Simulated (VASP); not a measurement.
# HfN (Fm-3m) in VASP: notebook

The runs below take HfN through single point, with PBEsol.

All numbers are computed with VASP 6.6.1; they aren't measurements. Logs are shortened: lines on timing, memory, paths and dates and some standing lists are left out, and cuts for length are marked.

**1. The cell of the first run**

The structure is cubic, space group Fm-3m (No. 225). Conventional cell: a = 4.512 Å, b = 4.512 Å, c = 4.512 Å, α = 90.00°, β = 90.00°, γ = 90.00°. Hf (site symmetry m-3m) has 6 N at 2.26 Å within 3.0 Å. N (site symmetry m-3m) has 6 Hf at 2.26 Å within 3.0 Å.

**2. Single point, PBEsol**

INCAR

```
SYSTEM = HfN
PREC     = Accurate       ! precision mode
ENCUT    = 600            ! plane-wave cutoff, eV
EDIFF    = 1E-6           ! SCF threshold, eV
ISMEAR   = 0              ! smearing method
SIGMA    = 0.1            ! smearing width, eV
LREAL    = .False.        ! projectors in reciprocal space
LASPH    = .True.         ! aspherical terms in the spheres
NELM     = 120            ! most SCF steps
ALGO     = Normal         ! electronic algorithm
ISIF     = 2              ! what is computed and relaxed
LWAVE    = .False.        ! write WAVECAR
LCHARG   = .False.        ! write CHGCAR
GGA      = PS             ! functional
NBANDS   = 14             ! bands
GGA_COMPAT= .False.
```

KPOINTS

```
Automatic mesh
0
Gamma
  3 3 3
  0 0 0
```

POSCAR

```
HfN
1.0
    3.1904660000      0.0000000000      0.0000000000
    1.5952330000      2.7630246059      0.0000000000
    1.5952330000      0.9210082020      2.6050045806
Hf N
1 1
Direct
    0.0000000000      0.0000000000      0.0000000000
    0.5000000000      0.5000000000      0.5000000000
```

Potentials or basis: VASP PAW PBE potentials, release 64 (Hf_pv, N).

Launch:

```bash
$ cat potpaw_PBE.64/Hf_pv/POTCAR potpaw_PBE.64/N/POTCAR > POTCAR
$ mpirun -np 1 vasp_std > vasp.out
```

OUTCAR:

```text
SYSTEM = HfN
   PREC = Accurate
   ENCUT = 600
   EDIFF = 1E-6
   ISMEAR = 0
   LREAL = .False.
   LASPH = .True.
   NELM = 120
   ISIF = 2
   GGA = PS

 ion  position               nearest neighbor table
   1  0.000  0.000  0.000-   2 2.26   2 2.26   2 2.26   2 2.26   2 2.26   2 2.26
   2  0.500  0.500  0.500-   1 2.26   1 2.26   1 2.26   1 2.26   1 2.26   1 2.26

  LATTYP: Found a face centered cubic cell.
 ALAT       =     4.5120002875

  Lattice vectors:

 A1 = (   3.1904660000,   0.0000000000,   0.0000000000)
 A2 = (   1.5952330000,   2.7630246059,   0.0000000000)
 A3 = (   1.5952330000,   0.9210082020,   2.6050045806)

Analysis of symmetry for initial positions (statically):
=====================================================================
 Subroutine PRICEL returns:
 Original cell was already a primitive cell.

 Routine SETGRP: Setting up the symmetry group for a
 face centered cubic supercell.

 Subroutine GETGRP returns: Found 48 space group operations
 (whereof 48 operations were pure point group operations)
 out of a pool of 48 trial point group operations.

The static configuration has the point symmetry O_h .

Analysis of symmetry for dynamics (positions and initial velocities):
=====================================================================
 Subroutine PRICEL returns:
 Original cell was already a primitive cell.

 Routine SETGRP: Setting up the symmetry group for a
 face centered cubic supercell.

 Subroutine GETGRP returns: Found 48 space group operations
 (whereof 48 operations were pure point group operations)
 out of a pool of 48 trial point group operations.

The dynamic configuration has the point symmetry O_h .

 Subroutine INISYM returns: Found 48 space group operations
 (whereof 48 operations are pure point group operations),
 and found     1 'primitive' translations

----------------------------------------------------------------------------------------

                                     Primitive cell

  volume of cell :      22.9640

  direct lattice vectors                    reciprocal lattice vectors
     3.190466000  0.000000000  0.000000000     0.313433837 -0.180961110 -0.127958828
     1.595233000  2.763024606  0.000000000     0.000000000  0.361922220 -0.127958828
     1.595233000  0.921008202  2.605004581     0.000000000  0.000000000  0.383876484

  length of vectors
     3.190466000  3.190466000  3.190466000     0.383876484  0.383876484  0.383876484

  position of ions in fractional coordinates (direct lattice)
     0.000000000  0.000000000  0.000000000
     0.500000000  0.500000000  0.500000000

  ion indices of the primitive-cell ions
   primitive index   ion index
                 1           1
                 2           2

----------------------------------------------------------------------------------------

 KPOINTS: Automatic mesh

Automatic generation of k-mesh.
 Grid dimensions read from file:
 generate k-points for:    3    3    3

 Generating k-lattice:

  Cartesian coordinates                     Fractional coordinates (reciprocal lattice)
     0.104477946 -0.060320370 -0.042652943     0.333333333 -0.000000000  0.000000000
     0.000000000  0.120640740 -0.042652943     0.000000000  0.333333333 -0.000000000
     0.000000000  0.000000000  0.127958828     0.000000000  0.000000000  0.333333333

  Length of vectors
     0.127958828  0.127958828  0.127958828

  Shift w.r.t. Gamma in fractional coordinates (k-lattice)
     0.000000000  0.000000000  0.000000000

 Subroutine IBZKPT returns following result:
 ===========================================

 Found      4 irreducible k-points:

 Following reciprocal coordinates:
            Coordinates               Weight
  0.000000  0.000000  0.000000      1.000000
  0.333333 -0.000000  0.000000      8.000000
  0.333333  0.333333 -0.000000      6.000000
 -0.333333  0.333333  0.000000     12.000000
   k-points           NKPTS =      4   k-points in BZ     NKDIM =      4   number of bands    NBANDS=     14
   number of dos      NEDOS =    301   number of ions     NIONS =      2
   total plane-waves  NPLWV =  21952
   dimension x,y,z NGX =    28 NGY =   28 NGZ =   28
   dimension x,y,z NGXF=    56 NGYF=   56 NGZF=   56
   ions per type =               1   1
   NGX,Y,Z   is equivalent  to a cutoff of  14.59, 14.59, 14.59 a.u.
   NGXF,Y,Z  is equivalent  to a cutoff of  29.18, 29.18, 29.18 a.u.
 SYSTEM =  HfN
   PREC   = accura    normal or accurate (medium, high low for compatibility)
   ISTART =      0    job   : 0-new  1-cont  2-samecut
   ICHARG =      2    charge: 1-file 2-atom 10-const
   ISPIN  =      1    spin polarized calculation?
   LNONCOLLINEAR =      F non collinear calculations
   LSORBIT =      F    spin-orbit coupling
   LASPH  =      T    aspherical Exc in radial PAW
   ENCUT  =  600.0 eV  44.10 Ry    6.64 a.u.   6.37  6.37  6.37*2*pi/ulx,y,z
   NELM   =    120;   NELMIN=  2; NELMDL= -5     # of ELM steps
   EDIFF  = 0.1E-05   stopping-criterion for ELM
   LREAL  =      F    real-space projection
[... 7 lines left out ...]
   TEBEG  =    0.0;   TEEND  =   0.0 temperature during run
   PSTRESS=    0.0 pullay stress
   NELECT =      15.0000    total number of electrons
   NUPDOWN=      -1.0000    fix difference up-down
   EMIN   =  10.00;   EMAX   =-10.00  energy-range for DOS
   EFERMI =   0.00;   METHOD = LEGACY
   ISMEAR =     0;   SIGMA  =   0.10  broadening in eV -4-tet -1-fermi 0-gaus
   EFERMI_NEDOS =   21; number of points for ismear=-14 and -15
   IALGO  =     38    algorithm
   IMIX   =      4    mixing-type and parameters
     AMIX     =   0.40;   BMIX     =  1.00
     AMIX_MAG =   1.60;   BMIX_MAG =  1.00
  volume/ion in A,a.u.               =      11.48        77.48
  Fermi-wavevector in a.u.,A,eV,Ry     =   1.420440  2.684242 27.451780  2.017649
  Thomas-Fermi vector in A             =   2.541355
   LORBIT       =      0    0 simple, 1 ext, 2 COOP (PROOUT), +10 PAW based schemes
   GGA     = PS    functional components
   LHFCALC =     F    Hartree Fock is set to
   AEXX    =    0.0000 exact exchange contribution
   IVDW    =     0    specifies the selected vdW correction
   LEPSILON=     F    determine dielectric tensor
   LRPA    =     F    only Hartree local field effects (RPA)
 non-spin polarized calculation
 Gauss-broadening in eV      SIGMA  =   0.10
  energy-cutoff  :      600.00
  volume of cell :       22.96
 maximum number of plane-waves:       769
 NGX is ok and might be reduce to    28
   NGX = 13   NGY = 13   NGZ = 13

 number of electron      15.0000002 magnetization

 Free energy of the ion-electron system (eV)
  ---------------------------------------------------
  ext. energy  EPLUGINS =         0.00000000
  ---------------------------------------------------
  free energy    TOTEN  =       -22.77842565 eV

  energy without entropy =      -22.75459173  energy(sigma->0) =      -22.76650869

 E-fermi :   8.7692     XC(G=0): -12.9071

 val. band max:        7.8648434003   @ k =   0.0000   0.0000   0.0000
 cond. band min:       8.7917592182   @ k =  -0.3333   0.3333   0.0000
 fundamental gap:      0.9269158179
 Fermi energy:         8.7692280127

 k-point     1 :       0.0000    0.0000    0.0000
  band No.  band energies     occupation
      1     -22.7880      2.00000
      2     -22.7880      2.00000
      3     -22.7880      2.00000
      4      -9.1969      2.00000
      5       5.2875      2.00000
      6       5.2875      2.00000
      7       5.2875      2.00000
      8       7.8648      2.00000
      9       7.8648      2.00000
     10       7.8648      2.00000
     11      10.1026      0.00000
     12      10.2000      0.00000
     13      10.2000      0.00000
     14      17.7769      0.00000

 k-point     2 :       0.3333   -0.0000    0.0000
  band No.  band energies     occupation
      1     -23.5447      2.00000
      2     -22.8549      2.00000
      3     -22.8549      2.00000
      4      -7.2173      2.00000
      5       0.5605      2.00000
      6       2.6033      2.00000
      7       2.6033      2.00000
      8       9.5790      0.00000
      9      10.6115      0.00000
     10      10.6115      0.00000
     11      13.6862      0.00000
     12      15.2068      0.00000
     13      15.2068      0.00000
     14      20.4853      0.00000

 k-point     3 :       0.3333    0.3333   -0.0000
  band No.  band energies     occupation
      1     -23.4386      2.00000
      2     -23.0267      2.00000
      3     -23.0267      2.00000
      4      -7.8672      2.00000
      5       1.6117      2.00000
      6       4.4505      2.00000
      7       4.4505      2.00000
      8       5.0111      2.00000
      9      11.7218      0.00000
     10      12.4369      0.00000
     11      12.8612      0.00000
     12      12.8612      0.00000
     13      17.4714      0.00000
     14      20.3554      0.00000

 k-point     4 :      -0.3333    0.3333    0.0000
  band No.  band energies     occupation
      1     -23.4351      2.00000
      2     -23.3711      2.00000
      3     -22.9757      2.00000
      4      -7.1954      2.00000
      5       1.1234      2.00000
      6       2.7289      2.00000
      7       2.8181      2.00000
      8       8.7918      0.75000
      9      11.4142      0.00000
     10      12.0100      0.00000
     11      13.8642      0.00000
     12      16.2218      0.00000
     13      18.2116      0.00000
     14      20.2009      0.00000

------------------------ aborting loop because EDIFF is reached ----------------------------------------

  FORCE on cell =-STRESS in cart. coord.  units (eV):
  Direction    XX          YY          ZZ          XY          YZ          ZX
  --------------------------------------------------------------------------------------
  -------------------------------------------------------------------------------------
  Total       -0.2959940     -0.2959940     -0.2959940     -0.0000000     -0.0000000     -0.0000000
  in kB      -20.6512404    -20.6512404    -20.6512404     -0.0000000     -0.0000000     -0.0000000
  external PRESSURE =     -20.6512404 kB  Pullay stress =       0.0000000 kB

 VOLUME and BASIS-vectors are now :
 -----------------------------------------------------------------------------
  energy-cutoff  :      600.00
  volume of cell :       22.96
      direct lattice vectors                 reciprocal lattice vectors
     3.190466000  0.000000000  0.000000000     0.313433837 -0.180961110 -0.127958828
     1.595233000  2.763024606  0.000000000     0.000000000  0.361922220 -0.127958828
     1.595233000  0.921008202  2.605004581     0.000000000  0.000000000  0.383876484

 POSITION                                       TOTAL-FORCE (eV/Angst)
 -----------------------------------------------------------------------------------
      0.00000      0.00000      0.00000        -0.000000     -0.000000      0.000000
      3.19047      1.84202      1.30250         0.000000      0.000000      0.000000
 -----------------------------------------------------------------------------------
    total drift:                                0.000000      0.000000      0.000000

  FREE ENERGIE OF THE ION-ELECTRON SYSTEM (eV)
  ---------------------------------------------------
  free  energy   TOTEN  =       -22.7784256471 eV

  energy  without entropy=      -22.7545917336  energy(sigma->0) =      -22.76650869
```

Wall time 3.3 s (1 thread of Intel Xeon 6975P-C (Granite Rapids), shared host); peak memory 0.15 GiB.

Results:

```
Free energy : -22.7784 eV
Pressure    : -2.1 GPa
```

Caveat: the k points lie up to 0.80 Å⁻¹ apart; the PAW data sets were made with another functional, which shifts forces and pressure a little; spin-orbit coupling is left out, which moves the levels of the heavy elements.

**3. Single point, PBEsol**

INCAR

```
  PREC = Accurate
  ENCUT = 600
  EDIFF = 1E-6
  ISMEAR = 0
  SIGMA = 0.1
  LREAL = F
  LASPH = T
  NELM = 120
  ALGO = Normal
  ISIF = 2
  LWAVE = F
  LCHARG = F
  GGA = PS
  NBANDS = 14
  GGA_COMPAT = F
```

KPOINTS

```
Automatic mesh
0
Gamma
  5 5 5
```

POSCAR is that of step 2.

Potentials or basis: VASP PAW PBE potentials, release 64 (Hf_pv, N).

Launch:

```bash
$ cat potpaw_PBE.64/Hf_pv/POTCAR potpaw_PBE.64/N/POTCAR > POTCAR
$ mpirun -np 1 vasp_std > vasp.out
```

It took 4.6 s on 1 thread of Intel Xeon 6975P-C (Granite Rapids), shared host; peak memory 0.15 GiB.

It converged, with:

```
Free energy : -23.0106 eV
Pressure    : -4.4 GPa
```

Levels at points of the mesh, in eV from the Fermi level:
| k point | band 5 | band 6 | band 7 | band 8 | band 9 | band 10 |
| --- | --- | --- | --- | --- | --- | --- |
| (0.00, 0.00, 0.00) | -3.07 | -3.07 | -3.07 | -0.46 | -0.46 | -0.46 |

Caveat: the k points lie up to 0.48 Å⁻¹ apart; the PAW data sets were made with another functional, which shifts forces and pressure a little; spin-orbit coupling is left out, which moves the levels of the heavy elements.

**4. Single point, PBEsol**

INCAR

```
SYSTEM = HfN
  ALGO = Normal
  EDIFF = 1E-6
  ENCUT = 600
  GGA = PS
  GGA_COMPAT = .FALSE.
  ISIF = 2
  ISMEAR = 0
  LASPH = .TRUE.
  LCHARG = .FALSE.
  LREAL = .FALSE.
  LWAVE = .FALSE.
  NBANDS = 14
  NELM = 120
  PREC = Accurate
  SIGMA = 0.1
```

KPOINTS

```
k-points
0
G
  7 7 7
  0 0 0
```

POSCAR is that of step 3.

Launch:

```bash
$ cat potpaw_PBE.64/Hf_pv/POTCAR potpaw_PBE.64/N/POTCAR > POTCAR
$ mpirun -np 1 vasp_std > vasp.out
```

Run time: 6.8 s. Hardware: 1 thread of Intel Xeon 6975P-C (Granite Rapids), shared host; peak memory 0.16 GiB.

It converged, with:

- Free energy: -22.9741 eV
- Pressure: -4.0 GPa

Levels at points of the mesh, in eV from the Fermi level:
| k point | band 5 | band 6 | band 7 | band 8 | band 9 | band 10 | band 11 | band 12 |
| --- | --- | --- | --- | --- | --- | --- | --- | --- |
| (0.00, 0.00, 0.00) | -3.24 | -3.24 | -3.24 | -0.61 | -0.61 | -0.61 | 1.61 | 1.72 |

Caveat: the PAW data sets were made with another functional, which shifts forces and pressure a little; spin-orbit coupling is left out, which moves the levels of the heavy elements.

**5. Single point, PBEsol**

INCAR

```
PREC     = Accurate       # precision mode
ENCUT    = 600            # plane-wave cutoff, eV
EDIFF    = 1E-6           # SCF threshold, eV
ISMEAR   = 0              # smearing method
SIGMA    = 0.1            # smearing width, eV
LREAL    = False          # projectors in reciprocal space
LASPH    = True           # aspherical terms in the spheres
NELM     = 120            # most SCF steps
ALGO     = Normal         # electronic algorithm
ISIF     = 2              # what is computed and relaxed
LWAVE    = False          # write WAVECAR
LCHARG   = False          # write CHGCAR
GGA      = PS             # functional
NBANDS   = 14             # bands
GGA_COMPAT= False
```

KPOINTS

```
Automatic mesh
0
Gamma
  9 9 9
```

POSCAR is that of step 4.

Potentials or basis: VASP PAW PBE potentials, release 64 (Hf_pv, N).

Launch:

```bash
$ cat potpaw_PBE.64/Hf_pv/POTCAR potpaw_PBE.64/N/POTCAR > POTCAR
$ mpirun -np 1 vasp_std > vasp.out
```

OUTCAR:

```text
PREC = Accurate
   ENCUT = 600
   EDIFF = 1E-6
   ISMEAR = 0
   LREAL = False
   LASPH = True
   NELM = 120
   ISIF = 2
   GGA = PS

 ion  position               nearest neighbor table
   1  0.000  0.000  0.000-   2 2.26   2 2.26   2 2.26   2 2.26   2 2.26   2 2.26
   2  0.500  0.500  0.500-   1 2.26   1 2.26   1 2.26   1 2.26   1 2.26   1 2.26

  LATTYP: Found a face centered cubic cell.
 ALAT       =     4.5120002875

  Lattice vectors:

 A1 = (   3.1904660000,   0.0000000000,   0.0000000000)
 A2 = (   1.5952330000,   2.7630246059,   0.0000000000)
[... 587 lines left out ...]
     11      13.7265      0.00000
     12      13.7265      0.00000
     13      16.5498      0.00000
     14      17.6681      0.00000

 [... further k-points ...]
[... 5 lines left out ...]
  --------------------------------------------------------------------------------------
  -------------------------------------------------------------------------------------
  Total       -0.6052437     -0.6052437     -0.6052437     -0.0000000     -0.0000000     -0.0000000
  in kB      -42.2273168    -42.2273168    -42.2273168     -0.0000000     -0.0000000     -0.0000000
  external PRESSURE =     -42.2273168 kB  Pullay stress =       0.0000000 kB

 VOLUME and BASIS-vectors are now :
 -----------------------------------------------------------------------------
  energy-cutoff  :      600.00
  volume of cell :       22.96
      direct lattice vectors                 reciprocal lattice vectors
     3.190466000  0.000000000  0.000000000     0.313433837 -0.180961110 -0.127958828
     1.595233000  2.763024606  0.000000000     0.000000000  0.361922220 -0.127958828
     1.595233000  0.921008202  2.605004581     0.000000000  0.000000000  0.383876484

 POSITION                                       TOTAL-FORCE (eV/Angst)
 -----------------------------------------------------------------------------------
      0.00000      0.00000      0.00000         0.000000     -0.000000      0.000000
      3.19047      1.84202      1.30250        -0.000000      0.000000      0.000000
 -----------------------------------------------------------------------------------
    total drift:                                0.000000      0.000000      0.000000

  FREE ENERGIE OF THE ION-ELECTRON SYSTEM (eV)
  ---------------------------------------------------
  free  energy   TOTEN  =       -23.0001715438 eV

  energy  without entropy=      -22.9949748468  energy(sigma->0) =      -22.99757320
```

stdout:

```text
POSCAR found type information on POSCAR HfN
 POSCAR found :  2 types and       2 ions
 scaLAPACK will be used
 -----------------------------------------------------------------------------
|                                                                             |
|                                                                             |
|     You enforced a specific xc type in the INCAR file but a different       |
|     I HOPE YOU KNOW WHAT YOU ARE DOING!                                     |
|                                                                             |
 -----------------------------------------------------------------------------

 LDA part: xc-table for (Slater+PW92), standard interpolation
 POSCAR, INCAR and KPOINTS ok, starting setup
 FFT: planning ... GRIDC
 FFT: planning ... GRID_SOFT
 FFT: planning ... GRID
 WAVECAR not read
 entering main loop
```

It took 9.4 s on 1 thread of Intel Xeon 6975P-C (Granite Rapids), shared host; peak memory 0.16 GiB.

What came out:

```
Free energy : -23.0002 eV
Pressure    : -4.2 GPa
```

Caveat: the PAW data sets were made with another functional, which shifts forces and pressure a little; spin-orbit coupling is left out, which moves the levels of the heavy elements.

**6. The runs side by side**

| k mesh | gap on the mesh (eV) | pressure (GPa) |
| --- | --- | --- |
| 3 × 3 × 3 | none | -2.1 |
| 5 × 5 × 5 | none | -4.4 |
| 7 × 7 × 7 | none | -4.0 |
| 9 × 9 × 9 | none | -4.2 |

Alike in all rows: task single point; level PBEsol; potentials or basis VASP PAW PBE potentials, release 64 (Hf_pv, N); no spin polarisation; cell as given; cutoff (eV) 600; smearing gaussian 0.1 eV.

Caveats: some runs use coarse meshes; the PAW data sets were made with another functional, which shifts forces and pressure a little; spin-orbit coupling is left out, which moves the levels of the heavy elements.

Total energies depend on the potentials used, so only differences within one code and one set of settings carry meaning.
